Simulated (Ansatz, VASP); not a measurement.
# Eu in VASP and in Ansatz

INCAR

```
SYSTEM = Eu
PREC = Accurate ; ENCUT = 520
EDIFF = 1E-6 ; ISMEAR = -1
SIGMA = 0.025 ; LREAL = .False.
LASPH = .True. ; NELM = 150
ALGO = Normal ; ISIF = 2
LWAVE = .False. ; LCHARG = .True.
ISPIN = 2 ; MAGMOM = 7 7
LORBIT = 11 ; LMAXMIX = 6
GGA = CA ; LELF = .True.
LVHAR = .True. ; NBANDS = 28
```

File KPOINTS:

```
regular mesh
0
Gamma
  9 9 5
  0 0 0
```

POSCAR

```
Eu
1.0
    1.9970665100     -3.4797093800      0.0000000000
    1.9970665100      3.4797093800      0.0000000000
    0.0000000000      0.0000000000      6.3407250500
Eu
2
Direct
    0.8368671400      0.1631328600      0.7500000000
    0.1631328600      0.8368671400      0.2500000000
```

Input for Ansatz:

```yaml
crystal:
  lattice:
    - [1.99706651, -3.47970938, 0.0]
    - [1.99706651, 3.47970938, 0.0]
    - [0.0, 0.0, 6.34072505]
  atoms:
    - { symbol: Eu, position: [0.83686714, 0.16313286, 0.75], spin: 7.0 }
    - { symbol: Eu, position: [0.16313286, 0.83686714, 0.25], spin: 7.0 }
magnetization:
  spin_polarized: true
kpoints:
  mp_grid: { grid: [9, 9, 5] }
scf:
  occupations: { method: fermi_dirac, width: 0.025 }
hamiltonian:
  xc: lda
  pseudopotentials: { kind: paw }
output:
  forces: true
  stress: true
  eigenvalues: true
  write_density: true
  write_potential: true
  elf: true
  volumetric_format: npy
```

Alike in both runs: task single point; functional LDA; k mesh 9 × 9 × 5; occupations fermi-dirac, width 0.025 eV; collinear spin.

```csv
,VASP,Ansatz
version,VASP 6.6.1,Ansatz 0.2.0
potentials or method,"VASP PAW PBE potentials, release 64 (Eu)","PAW with Ansatz's default frozen-core files, scalar-relativistic"
plane-wave cutoff (eV),520,420
valence electrons in the cell,34,34
```

VASP gave:

| Item | Value |
| --- | --- |
| pressure (GPa) | -3.3 |
| traceless stress, the component that is largest in VASP (GPa) | 0.26 |
| rms of the force components (eV/Å) | 0.012 |
| net moment per atom (μB) | 7.43 |
| size of the moment on the site where the two differ most (μB) | 6.74 |

Estimate Ansatz's values.

pressure (GPa): -3.1; traceless stress, the component that is largest in VASP (GPa): 0.18; rms of the force components (eV/Å): 0.013; net moment per atom (μB): 7.50; size of the moment on the site where the two differ most (μB): 7.17.

VASP's potentials were made for PBE, not for LDA. LDA's correlation is that of Perdew and Zunger in VASP and of Perdew and Wang (1992) in Ansatz. Site moments also hang on the region over which each program counts them. Atom by atom the forces differ by 0.001 eV/Å (rms over components).

Neither program's run includes spin-orbit coupling.
